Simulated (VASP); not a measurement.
Wanted: the native input for a VASP 6.6.1 run.

| Item | Value |
| --- | --- |
| Task | single point |
| Functional | PBE |
| Potentials or basis | VASP PAW PBE potentials, release 64 (Al, B, P) |
| Cutoff | 520 eV |
| k mesh | 2 × 3 × 3 |
| Occupations | gaussian, width 0.1 eV |
| Spin | no spin polarisation |
| Dipole correction | no |
| Further INCAR settings | ALGO = Normal; EDIFF = 1e-07; NBANDS = 36 |

The structure of Al5BP6 lies in POSCAR:

```
Al5BP6
1.0
   -0.0003704424      0.0013621768      6.2046628469
    6.5408954815      0.0081579382     -0.0004570023
   -3.2635558342      5.6542736605      0.0014168887
Al B P
5 1 6
Direct
    0.0001283317      0.6804540819     -0.0001949720
    0.0002465123      0.3189221723      0.3191251306
    0.0004321039      0.9996018616      0.6805665937
    0.5007415307      0.6669260428      0.3334209701
    0.5006961615      0.3339027421      0.6668587380
    0.4976845076      0.0002099332      0.0000004476
    0.3857875808      0.7082161462     -0.0000727463
    0.3858631778      0.2923138589      0.2919302337
    0.3860482022      1.0003218147      0.7076657567
    0.8250868902     -0.0001476176      0.0002764445
    0.8836354028      0.6662917274      0.3335067282
    0.8836496583      0.3329872365      0.6669166751
```

One way to write it, as run:

INCAR

```
PREC = Accurate
ENCUT = 520
EDIFF = 1E-7
ISMEAR = 0
SIGMA = 0.1
LREAL = False
LASPH = True
NELM = 100
ALGO = Normal
ISIF = 2
LWAVE = False
LCHARG = False
GGA = PE
NBANDS = 36
```

KPOINTS

```
regular mesh
0
Gamma
  2 3 3
```

Potentials or basis: VASP PAW PBE potentials, release 64 (Al, B, P).

Run with:

```console
$ cat potpaw_PBE.64/Al/POTCAR potpaw_PBE.64/B/POTCAR potpaw_PBE.64/P/POTCAR > POTCAR
$ mpirun -np 1 vasp_std > vasp.out
```

It gave:

```yaml
Pressure: -0.2 GPa
Largest_force: 0.010 eV/Å
Band_gap_on_the_k_mesh: 1.69 eV, indirect (least direct gap 1.99 eV)
```

Caveat: the k points lie up to 0.51 Å⁻¹ apart.

Run time: 45 s on 1 thread of Intel(R) Xeon(R) 6975P-C (Granite Rapids) (shared host), peak memory 0.35 GiB.
